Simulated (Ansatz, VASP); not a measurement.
**TaN: VASP beside Ansatz**

```
CELL_PARAMETERS angstrom
2.89829 0.00000 0.00000
-1.44915 2.50999 0.00000
0.00000 0.00000 2.84404
ATOMIC_POSITIONS crystal
Ta 0.00000 0.00000 0.50000
N 0.66667 0.33333 0.00000
```

Alike in both runs: task single point; functional HSE06; k mesh 6 × 6 × 6; occupations fermi-dirac, width 0.05 eV; no spin polarisation.

```csv
,VASP,Ansatz
version,VASP 6.6.1,Ansatz 0.2.0
potentials or method,"VASP PAW PBE potentials, release 64 (Ta_pv, N)",Ansatz PAW
plane-wave cutoff (eV),520,420
valence electrons in the cell,16,18
```

```csv
,VASP,Ansatz,Ansatz less VASP
gap on the k mesh at the Fermi level (eV),none,none,-
pressure (GPa),11.8,12.4,+0.60
"traceless stress, the component that is largest in VASP (GPa)",1.16,1.13,-0.027
```

A gap of «none» marks a metal or a gap that the smearing closes. With one functional, cell and mesh, what is left measures potentials, basis and numerics. VASP's potentials hold 16 valence electrons a cell and Ansatz's 18, so a difference there can come from the potentials and not from the codes.

The k mesh is coarse, so the values compare programs but aren't converged. Spin-orbit coupling is off throughout.
